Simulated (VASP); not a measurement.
A run of VASP 6.6.1 is set up as follows.

Contents of INCAR:

```
SYSTEM = Bi
PREC = Accurate ; ENCUT = 520
EDIFF = 1E-6 ; ISMEAR = -1
SIGMA = 0.1 ; LREAL = .False.
LASPH = .True. ; NELM = 100
ALGO = Normal ; ISIF = 2
LWAVE = .False. ; LCHARG = .False.
GGA = CA ; NBANDS = 14
```

File KPOINTS:

```
Automatic mesh
0
Gamma
  18 18 18
  0 0 0
```

File POSCAR:

```
Bi
1.0
    0.0000000000      2.4533829460      2.4533829460
    2.4533829460      0.0000000000      2.4533829460
    2.4533829460      2.4533829460      0.0000000000
Bi
1
Direct
    0.0000000000      0.0000000000      0.0000000000
```

Potentials or basis: VASP PAW LDA potentials, release 64 (Bi_d).

Launch:

```bash
$ cat potpaw_LDA.64/Bi_d/POTCAR > POTCAR
$ mpirun -np 1 vasp_std > vasp.out
```

Question: Predict the pressure.

Answer: 0.0 GPa.
